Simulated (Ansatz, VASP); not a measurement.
## One calculation of BH8C2N, two programs

```
B H C N
1.0
     5.79143   -0.01018   -0.02755
     2.43064    5.44920   -0.04437
     0.88198    0.68778    6.03154
B H C N
2 16 4 2
Direct
  0.48800 0.86956 0.89888
  0.51200 0.13044 0.10112
  0.66755 0.14491 0.52207
  0.33245 0.85509 0.47793
  0.86873 0.03142 0.74473
  0.13127 0.96858 0.25527
  0.68762 0.35441 0.69131
  0.31238 0.64559 0.30869
  0.22871 0.51777 0.77293
  0.77129 0.48223 0.22707
  0.07754 0.31166 0.88178
  0.92246 0.68834 0.11822
  0.21183 0.30828 0.60156
  0.78817 0.69172 0.39844
  0.28892 0.85924 0.87247
  0.71108 0.14076 0.12753
  0.67180 0.72289 0.80359
  0.32820 0.27711 0.19641
  0.68822 0.17020 0.69090
  0.31178 0.82980 0.30910
  0.23401 0.33205 0.77056
  0.76599 0.66795 0.22944
  0.47741 0.14489 0.84385
  0.52259 0.85511 0.15615
```

Alike in both runs: functional PBE; dispersion D3(BJ); k mesh 4 × 4 × 4; occupations gaussian, width 0.02 eV; no spin polarisation.

Ansatz relaxed the structure, and its values are those at the end. VASP's run is a single point on that final structure, the one shown.

|  | VASP | Ansatz |
| --- | --- | --- |
| version | VASP 6.6.1 | Ansatz 0.2.0 |
| potentials or method | VASP PAW PBE potentials, release 64 (B, H, C, N), cutoff 520 eV | scalar-relativistic, plane waves, PAW |
| valence electrons in the cell | 48 | 48 |

```tsv
	VASP	Ansatz	Ansatz less VASP
gap on the k mesh at the Fermi level (eV)	5.39	5.39	+0.003
least direct gap on the mesh (eV)	5.76	5.76	-0.003
pressure (GPa)	-0.1	0.0	+0.07
rms of the force components (eV/Å)	0.012	0.001	-0.0110
```
